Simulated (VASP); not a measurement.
Write the native input for VASP 6.6.1 that does the following.

```yaml
Task: single point
Functional: B3LYP
Potentials_or_basis: VASP PAW PBE potentials, release 64 (C)
Cutoff: 520 eV
k_mesh: 7 × 7 × 7
Occupations: fermi-dirac, width 0.05 eV
Spin: no spin polarisation
Dipole_correction: no
Grid_for_exact_exchange_PRECFOCK: Normal
Further_INCAR_settings: ALGO = Normal; EDIFF = 1e-07; NBANDS = 11
```

C:

```xyz
2
Lattice="0.0000 1.7470 1.7470 1.7470 0.0000 1.7470 1.7470 1.7470 0.0000" Properties=species:S:1:pos:R:3 pbc="T T T"
C     2.6204    2.6204    2.6204
C     1.7470    1.7470    1.7470
```

The input as run:

POSCAR

```
C
1.0
    0.0000000000      1.7469644787      1.7469644787
    1.7469644787      0.0000000000      1.7469644787
    1.7469644787      1.7469644787      0.0000000000
C
2
Direct
    0.7500000000      0.7500000000      0.7500000000
    0.5000000000      0.5000000000      0.5000000000
```

INCAR.step1

```
PREC = Accurate
ENCUT = 520
EDIFF = 1E-5
ISMEAR = -1
SIGMA = 0.05
LREAL = False
LASPH = True
NELM = 60
ALGO = Normal
ISIF = 2
LWAVE = True
LCHARG = False
NBANDS = 11
GGA = PE
```

INCAR.step2

```
PREC = Accurate
ENCUT = 520
EDIFF = 1E-7
ISMEAR = -1
SIGMA = 0.05
LREAL = False
LASPH = True
NELM = 60
ALGO = Normal
ISIF = 2
LWAVE = False
LCHARG = False
GGA = B3
LHFCALC = True
AEXX = 0.2
AGGAX = 0.72
AGGAC = 0.81
ALDAC = 0.19
PRECFOCK = Normal
NBANDS = 11
ISTART = 1
```

KPOINTS

```
regular mesh
0
Gamma
  7 7 7
```

Potentials or basis: VASP PAW PBE potentials, release 64 (C).

Launch:

```sh
$ cat potpaw_PBE.64/C/POTCAR > POTCAR
$ cp INCAR.step1 INCAR
$ mpirun -np 1 vasp_std > vasp.out
$ cp INCAR.step2 INCAR
$ mpirun -np 1 vasp_std > vasp.out
```

Results of the run:

```yaml
Pressure: 32.4 GPa
Band_gap_on_the_k_mesh: 6.32 eV, indirect (least direct gap 7.66 eV)
```

Caveat: the k points lie up to 0.44 Å⁻¹ apart; the PAW data sets were made with another functional, which shifts forces and pressure a little.

Run time: 3.9 min on 1 thread of AMD EPYC 7R13 Processor (Zen 3), with other jobs on the host, peak memory 0.09 GiB.
